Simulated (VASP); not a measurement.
# KBr (P1) in VASP: relaxation of cell and atoms with PBE

Aim: the relaxation of cell and atoms of KBr with PBE.

Everything below comes from runs of VASP 6.6.1. Logs are shortened: lines on timing, memory, paths and dates and some standing lists are left out, and cuts for length are marked.

**1. The cell of the first run**

The typed cell holds 4 atoms: a = 5.219 Å, b = 5.243 Å, c = 9.012 Å, α = 106.60°, β = 90.64°, γ = 117.95°.

**2. Relaxation of cell and atoms, PBE**

INCAR reads:

```
SYSTEM = KBr
PREC = Accurate ; ENCUT = 600
EDIFF = 1E-6 ; ISMEAR = 0
SIGMA = 0.1 ; LREAL = .FALSE.
LASPH = .TRUE. ; NELM = 100
ALGO = Normal ; ISIF = 3
LWAVE = .FALSE. ; LCHARG = .FALSE.
GGA = PE ; IBRION = 2
NSW = 80 ; EDIFFG = -0.025
```

KPOINTS reads:

```
regular mesh
0
G
  4 4 2
  0 0 0
```

POSCAR reads:

```
KBr
1.0
   -2.5840058662     -4.5337748127      0.0816640383
    2.5657183628      1.4444812180      4.3378436236
   -7.7791081344      4.5494155408     -0.0260561502
K Br
2 2
Direct
    0.4304805403      0.8035724214      0.1776961922
    0.8525602456      0.7177556205      0.6124639919
    0.5076592260      1.0390154378      0.4780143501
    0.9555698481      0.9321962403      0.9805820858
```

Potentials or basis: VASP PAW PBE potentials, release 64 (K_sv, Br).

Launch:

```
cat potpaw_PBE.64/K_sv/POTCAR potpaw_PBE.64/Br/POTCAR > POTCAR
mpirun -np 1 vasp_std > vasp.out
```

OUTCAR:

```text
SYSTEM = KBr
   PREC = Accurate
   ENCUT = 600
   EDIFF = 1E-6
   ISMEAR = 0
   LREAL = .FALSE.
   LASPH = .TRUE.
   NELM = 100
   ISIF = 3
   GGA = PE
   IBRION = 2
   NSW = 80
   EDIFFG = -0.025

 ion  position               nearest neighbor table
   1  0.430  0.804  0.178-   3 2.57   4 3.19
   2  0.853  0.718  0.612-   3 2.98   4 3.13
   3  0.508  0.039  0.478-   1 2.57   2 2.98
   4  0.956  0.932  0.981-   2 3.13   1 3.19

  LATTYP: Found a triclinic cell.
 ALAT       =     5.2190870259
 B/A-ratio  =     3.2844689175
 C/A-ratio  =     1.0331744738
 COS(alpha) =     0.0015092150
 COS(beta)  =     0.5121907798
 COS(gamma) =     0.7463837292

  Lattice vectors:

 A1 = (   2.5840058662,   4.5337748127,  -0.0816640383)
 A2 = (  15.5128382296,   5.9626153026,   4.2005716972)
 A3 = (   0.0182875034,   3.0892935947,  -4.4195076619)

Analysis of symmetry for initial positions (statically):
=====================================================================
 Subroutine PRICEL returns:
 Original cell was already a primitive cell.

 Routine SETGRP: Setting up the symmetry group for a
 triclinic supercell.

 Subroutine GETGRP returns: Found  1 space group operations
 (whereof  1 operations were pure point group operations)
 out of a pool of  2 trial point group operations.

The static configuration has the point symmetry C_1 .

Analysis of symmetry for dynamics (positions and initial velocities):
=====================================================================
 Subroutine PRICEL returns:
 Original cell was already a primitive cell.

 Routine SETGRP: Setting up the symmetry group for a
 triclinic supercell.

 Subroutine GETGRP returns: Found  1 space group operations
 (whereof  1 operations were pure point group operations)
 out of a pool of  2 trial point group operations.

The dynamic configuration has the point symmetry C_1 .

 Subroutine INISYM returns: Found  1 space group operations
 (whereof  1 operations are pure point group operations),
 and found     1 'primitive' translations

----------------------------------------------------------------------------------------

                                     Primitive cell

  volume of cell :     205.6497

  direct lattice vectors                    reciprocal lattice vectors
    -2.584005866 -4.533774813  0.081664038    -0.096145489 -0.163762467  0.111399603
     2.565718363  1.444481218  4.337843624     0.001232148  0.003416502  0.228662826
    -7.779108134  4.549415541 -0.026056150    -0.096206163  0.055524226  0.038414067

  length of vectors
     5.219087026  5.242740124  9.011791390     0.220163513  0.228691667  0.117533851

  position of ions in fractional coordinates (direct lattice)
     0.430480540  0.803572421  0.177696192
     0.852560246  0.717755621  0.612463992
     0.507659226  0.039015438  0.478014350
     0.955569848  0.932196240  0.980582086

  ion indices of the primitive-cell ions
   primitive index   ion index
                 1           1
                 2           2
                 3           3
                 4           4

----------------------------------------------------------------------------------------

 KPOINTS: regular mesh

Automatic generation of k-mesh.
 Grid dimensions read from file:
 generate k-points for:    4    4    2

 Generating k-lattice:

  Cartesian coordinates                     Fractional coordinates (reciprocal lattice)
    -0.024036372 -0.040940617  0.027849901     0.250000000  0.000000000  0.000000000
     0.000308037  0.000854126  0.057165706     0.000000000  0.250000000 -0.000000000
    -0.048103082  0.027762113  0.019207034    -0.000000000  0.000000000  0.500000000

  Length of vectors
     0.055040878  0.057172917  0.058766925

  Shift w.r.t. Gamma in fractional coordinates (k-lattice)
     0.000000000  0.000000000  0.000000000

 Subroutine IBZKPT returns following result:
 ===========================================

 Found     20 irreducible k-points:

 Following reciprocal coordinates:
            Coordinates               Weight
  0.000000  0.000000  0.000000      1.000000
  0.250000  0.000000 -0.000000      2.000000
  0.500000  0.000000 -0.000000      1.000000
  0.000000  0.250000  0.000000      2.000000
  0.250000  0.250000  0.000000      2.000000
  0.500000  0.250000  0.000000      2.000000
[... 12 lines left out ...]
  0.250000  0.500000  0.500000      2.000000
  0.500000  0.500000  0.500000      1.000000
   k-points           NKPTS =     20   k-points in BZ     NKDIM =     20   number of bands    NBANDS=     20
   number of dos      NEDOS =    301   number of ions     NIONS =      4
   total plane-waves  NPLWV = 127008
   dimension x,y,z NGX =    42 NGY =   42 NGZ =   72
   dimension x,y,z NGXF=    84 NGYF=   84 NGZF=  144
   ions per type =               2   2
   NGX,Y,Z   is equivalent  to a cutoff of  13.38, 13.32, 13.28 a.u.
   NGXF,Y,Z  is equivalent  to a cutoff of  26.76, 26.64, 26.56 a.u.
 SYSTEM =  KBr
   PREC   = accura    normal or accurate (medium, high low for compatibility)
   ISTART =      0    job   : 0-new  1-cont  2-samecut
   ICHARG =      2    charge: 1-file 2-atom 10-const
   ISPIN  =      1    spin polarized calculation?
   LNONCOLLINEAR =      F non collinear calculations
   LSORBIT =      F    spin-orbit coupling
   LASPH  =      T    aspherical Exc in radial PAW
   ENCUT  =  600.0 eV  44.10 Ry    6.64 a.u.  10.42 10.47 18.00*2*pi/ulx,y,z
   NELM   =    100;   NELMIN=  2; NELMDL= -5     # of ELM steps
   EDIFF  = 0.1E-05   stopping-criterion for ELM
   LREAL  =      F    real-space projection
   EDIFFG = -.3E-01   stopping-criterion for IOM
   NSW    =     80    number of steps for IOM
   IBRION =      2    ionic relax: 0-MD 1-quasi-New 2-CG
   NFREE  =      1    steps in history (QN), initial steepest desc. (CG)
   ISIF   =      3    stress and relaxation
   ISYM   =      2    0-nonsym 1-usesym 2-fastsym
   POTIM  = 0.5000    time-step for ionic-motion
   TEBEG  =    0.0;   TEEND  =   0.0 temperature during run
   PSTRESS=    0.0 pullay stress
   NELECT =      32.0000    total number of electrons
   NUPDOWN=      -1.0000    fix difference up-down
   EMIN   =  10.00;   EMAX   =-10.00  energy-range for DOS
   EFERMI =   0.00;   METHOD = LEGACY
   ISMEAR =     0;   SIGMA  =   0.10  broadening in eV -4-tet -1-fermi 0-gaus
   EFERMI_NEDOS =   21; number of points for ismear=-14 and -15
   IALGO  =     38    algorithm
   IMIX   =      4    mixing-type and parameters
     AMIX     =   0.40;   BMIX     =  1.00
     AMIX_MAG =   1.60;   BMIX_MAG =  1.00
  volume/ion in A,a.u.               =      51.41       346.95
  Fermi-wavevector in a.u.,A,eV,Ry     =   0.880539  1.663978 10.549272  0.775350
  Thomas-Fermi vector in A             =   2.000913
   LORBIT       =      0    0 simple, 1 ext, 2 COOP (PROOUT), +10 PAW based schemes
   GGA     = PE    functional components
   LHFCALC =     F    Hartree Fock is set to
   AEXX    =    0.0000 exact exchange contribution
   IVDW    =     0    specifies the selected vdW correction
   LEPSILON=     F    determine dielectric tensor
   LRPA    =     F    only Hartree local field effects (RPA)
 conjugate gradient relaxation of ions
 non-spin polarized calculation
 Gauss-broadening in eV      SIGMA  =   0.10
  energy-cutoff  :      600.00
  volume of cell :      205.65
 maximum number of plane-waves:      6894
 NGX is ok and might be reduce to    42
   NGX = 21   NGY = 21   NGZ = 35

--------------------------------------- Ionic step        1  -------------------------------------------

 number of electron      31.9999999 magnetization

 Free energy of the ion-electron system (eV)
  ---------------------------------------------------
  ext. energy  EPLUGINS =         0.00000000
  ---------------------------------------------------
  free energy    TOTEN  =       -11.27237191 eV

  energy without entropy =      -11.27237191  energy(sigma->0) =      -11.27237191

------------------------ aborting loop because EDIFF is reached ----------------------------------------

  FORCE on cell =-STRESS in cart. coord.  units (eV):
  Direction    XX          YY          ZZ          XY          YZ          ZX
  --------------------------------------------------------------------------------------
  -------------------------------------------------------------------------------------
  Total        3.3952088      1.6340335      1.6605155     -2.8680183      1.5072615     -2.1576901
  in kB       26.4514200     12.7304411     12.9367573    -22.3441801     11.7427848    -16.8101497
  external PRESSURE =      17.3728728 kB  Pullay stress =       0.0000000 kB
[... 95 lines left out ...]
  FREE ENERGIE OF THE ION-ELECTRON SYSTEM (eV)
  ---------------------------------------------------
  free  energy   TOTEN  =       -11.8498961822 eV

  energy  without entropy=      -11.8498961822  energy(sigma->0) =      -11.84989618

[... ionic steps 4 to 17 ...]

--------------------------------------- Ionic step       18  -------------------------------------------

 number of electron      32.0000000 magnetization

------------------------ aborting loop because EDIFF is reached ----------------------------------------

  FORCE on cell =-STRESS in cart. coord.  units (eV):
  Direction    XX          YY          ZZ          XY          YZ          ZX
  --------------------------------------------------------------------------------------
  -------------------------------------------------------------------------------------
  Total        0.0298140     -0.0165232      0.1086599      0.0102427     -0.0048499      0.0023885
  in kB        0.2324224     -0.1288111      0.8470867      0.0798499     -0.0378086      0.0186205
  external PRESSURE =       0.3168993 kB  Pullay stress =       0.0000000 kB
[... 61 lines left out ...]
  energy  without entropy=      -12.0727725524  energy(sigma->0) =      -12.07277255

--------------------------------------- Ionic step       20  -------------------------------------------

 number of electron      32.0000000 magnetization

 Free energy of the ion-electron system (eV)
  ---------------------------------------------------
  ext. energy  EPLUGINS =         0.00000000
  ---------------------------------------------------
  free energy    TOTEN  =       -12.07365766 eV

  energy without entropy =      -12.07365766  energy(sigma->0) =      -12.07365766

 E-fermi :  -2.7124     XC(G=0):  -5.8532

 val. band max:       -3.1764332935   @ k =   0.0000   0.0000   0.0000
 cond. band min:       1.0371289727   @ k =   0.0000   0.0000   0.0000
 fundamental gap:      4.2135622662
 Fermi energy:        -2.7123742147

 k-point     1 :       0.0000    0.0000    0.0000
  band No.  band energies     occupation
      1     -31.0608      2.00000
      2     -31.0595      2.00000
      3     -15.2511      2.00000
      4     -15.0554      2.00000
      5     -14.5612      2.00000
      6     -14.5598      2.00000
[... 12 lines left out ...]
     19       3.6861      0.00000
[... 467 lines left out ...]
  FREE ENERGIE OF THE ION-ELECTRON SYSTEM (eV)
  ---------------------------------------------------
  free  energy   TOTEN  =       -12.0736576578 eV

  energy  without entropy=      -12.0736576578  energy(sigma->0) =      -12.07365766

 reached required accuracy - stopping structural energy minimisation
```

It took 10 min on 1 thread of Intel Xeon 6975P-C (Granite Rapids), shared host; peak memory 0.42 GiB.

What came out:

* Free energy: -12.0737 eV
* Relaxed volume: 51.62 Å³/atom
* Relaxed cell: a = 5.269 Å, b = 5.257 Å, c = 9.146 Å, α = 105.97°, β = 90.86°, γ = 120.36°
* Space group after relaxing (to 0.1 Å): P1 (No. 1)
* Energy gained by relaxing: 200.3 meV/atom
* Ionic steps: 20
* Pressure after relaxing: 0.0 GPa
* Largest force after relaxing: 0.019 eV/Å
* Band gap on the k mesh: 4.21 eV

Forces on the atoms (eV/Å):
```
K    0.014  0.012  0.007
K   -0.005  0.003  0.005
Br  -0.005 -0.006 -0.013
Br  -0.004 -0.008  0.001
```

Step by step:
| step | energy change (eV) | largest force (eV/Å) | pressure (GPa) | volume (Å³) |
| --- | --- | --- | --- | --- |
| 1 | 0.0000 | 3.0520 | 1.74 | 205.65 |
| 2 | -0.5730 | 0.5717 | -0.27 | 222.20 |
| 3 | -0.5775 | 0.5175 | -0.34 | 223.28 |
| 4 | -0.5809 | 0.4534 | -0.44 | 225.43 |
| 5 | -0.6240 | 0.3896 | -0.34 | 221.01 |
| 6 | -0.6930 | 0.2973 | 0.12 | 208.01 |
| 7 | -0.6945 | 0.2912 | 0.24 | 205.44 |
| 8 | -0.7301 | 0.2461 | 0.15 | 205.75 |
| 9 | -0.7742 | 0.2574 | 0.03 | 206.29 |
| 10 | -0.7890 | 0.1272 | -0.05 | 207.31 |
| 11 | -0.7891 | 0.1245 | -0.05 | 207.34 |
| 12 | -0.7948 | 0.0847 | 0.00 | 205.96 |
| 13 | -0.7965 | 0.0633 | 0.07 | 204.63 |
| 14 | -0.7990 | 0.0306 | 0.00 | 206.03 |
| 15 | -0.7992 | 0.0329 | -0.03 | 206.74 |
| 16 | -0.7992 | 0.0324 | -0.03 | 206.64 |
| 17 | -0.7998 | 0.0294 | 0.01 | 206.00 |
| 18 | -0.7999 | 0.0317 | 0.03 | 205.52 |
| 19 | -0.8004 | 0.0281 | 0.03 | 205.77 |
| 20 | -0.8013 | 0.0194 | 0.00 | 206.49 |

Final structure:
```
CELL_PARAMETERS angstrom
-2.60696 -4.57851 -0.02399
2.61488 1.54650 4.29028
-7.87972 4.64383 0.04463
ATOMIC_POSITIONS crystal
K 0.37758 0.73467 0.12601
K 0.87457 0.76294 0.62522
Br 0.49657 0.01231 0.49881
Br 0.99754 0.98262 0.99872
```
